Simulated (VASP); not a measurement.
Wanted: the native input for a VASP 6.6.1 run.

- Task: single point
- Functional: PBE
- Potentials or basis: VASP PAW PBE potentials, release 64 (Al)
- Cutoff: 520 eV
- k mesh: 16 × 16 × 16
- Occupations: fermi-dirac, width 0.08 eV
- Spin: no spin polarisation
- Dipole correction: no
- Further INCAR settings: ALGO = Normal; EDIFF = 1e-06; NBANDS = 8

The structure of Al lies in POSCAR:

```
Al
1.0
    2.7223286696      0.0000000000      0.0000000000
    0.0000000000      2.7223286696      0.0000000000
    0.0000000000      0.0000000000      2.7223286696
Al
1
Direct
    0.0000000000      0.0000000000      0.0000000000
```

These files were run (other wordings do the same):

INCAR

```
SYSTEM = Al
PREC     = Accurate       ! precision mode
ENCUT    = 520            ! plane-wave cutoff, eV
EDIFF    = 1E-6           ! SCF threshold, eV
ISMEAR   = -1             ! smearing method
SIGMA    = 0.08           ! smearing width, eV
LREAL    = .False.        ! projectors in reciprocal space
LASPH    = .True.         ! aspherical terms in the spheres
NELM     = 60             ! most SCF steps
ALGO     = Normal         ! electronic algorithm
ISIF     = 2              ! what is computed and relaxed
LWAVE    = .False.        ! write WAVECAR
LCHARG   = .False.        ! write CHGCAR
GGA      = PE             ! functional
NBANDS   = 8              ! bands
```

KPOINTS

```
Automatic mesh
0
Gamma
  16 16 16
  0 0 0
```

Potentials or basis: VASP PAW PBE potentials, release 64 (Al).

Launch:

```sh
$ cat potpaw_PBE.64/Al/POTCAR > POTCAR
$ mpirun -np 1 vasp_std > vasp.out
```

Results of the run:

The pressure is 0.0 GPa.

Wall time 5.1 s on 1 thread of Intel(R) Xeon(R) 6975P-C (Granite Rapids) (shared host), peak memory 0.12 GiB.
